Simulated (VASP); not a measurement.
# Na: single point with PBE

Na:

```
CELL_PARAMETERS angstrom
0.00000 3.09971 6.50422
1.87930 0.00000 6.50422
1.87930 3.09971 0.00000
ATOMIC_POSITIONS crystal
Na 0.86843 0.86843 0.13157
Na 0.13157 0.13157 0.86843
```

```json
{"Program": "VASP 6.6.1", "Task": "single point", "Functional": "PBE", "Potentials or basis": "VASP PAW PBE potentials, release 64 (Na_pv)", "Cutoff": "520 eV", "k mesh": "18 × 18 × 18", "Occupations": "gaussian, width 0.1 eV", "Spin": "no spin polarisation", "Dipole correction": "no", "Further INCAR settings": "ALGO = Fast; EDIFF = 1e-06; NBANDS = 14"}
```

- Pressure: 0.0 GPa
- Band gap on the k mesh: zero (bands 7 and 8 overlap by 3.92 eV)

Levels at points of the mesh, in eV from the Fermi level:
| k point | band 5 | band 6 | band 7 | band 8 | band 9 | band 10 |
| --- | --- | --- | --- | --- | --- | --- |
| (0.00, 0.00, 0.00) | -24.97 | -24.97 | -3.25 | 0.21 | 0.46 | 9.50 |
| (0.50, 0.00, 0.00) | -24.98 | -24.98 | 0.49 | 0.72 | 2.18 | 2.56 |
| (0.50, 0.50, 0.00) | -24.97 | -24.97 | -2.44 | -2.22 | 4.56 | 4.57 |
| (0.50, 0.00, 0.50) | -24.98 | -24.97 | 0.49 | 0.88 | 3.80 | 3.80 |
| (0.00, 0.50, 0.50) | -24.99 | -24.98 | 1.20 | 1.43 | 1.69 | 1.87 |

It took 9.5 min on 1 thread of Intel(R) Xeon(R) 6975P-C (Granite Rapids) (shared host), peak memory 0.77 GiB.
